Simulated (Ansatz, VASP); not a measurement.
# SnO in VASP and in Ansatz

```xyz
4
Lattice="3.3550 0.0000 0.0000 0.0000 5.6741 0.0000 0.0000 0.0000 4.2220" Properties=species:S:1:pos:R:3 pbc="T T T"
Sn   -0.0164    1.1559    2.0718
Sn    1.6722    4.2661   -0.0478
O    -0.0123    5.0070    3.1040
O     1.6645    0.4078    1.0071
```

Alike in both runs: task single point; functional LDA; k mesh 4 × 3 × 3; no spin polarisation.

|  | VASP | Ansatz |
| --- | --- | --- |
| version | VASP 6.6.1 | Ansatz 0.2.0 |
| potentials or method | VASP PAW LDA potentials, release 64 (Sn_d, O) | plane waves, PAW |
| plane-wave cutoff (eV) | 520 | 420 |
| occupations | gaussian, width 0.01 eV | fixed |
| valence electrons in the cell | 40 | 40 |

|  | VASP | Ansatz | Ansatz less VASP |
| --- | --- | --- | --- |
| rms of the force components (eV/Å) | 0.077 | 0.037 | -0.0403 |

LDA's correlation is that of Perdew and Zunger in VASP and of Perdew and Wang (1992) in Ansatz. Atom by atom the forces differ by 0.048 eV/Å (rms over components).

The k mesh is coarse, so the values compare programs but aren't converged.
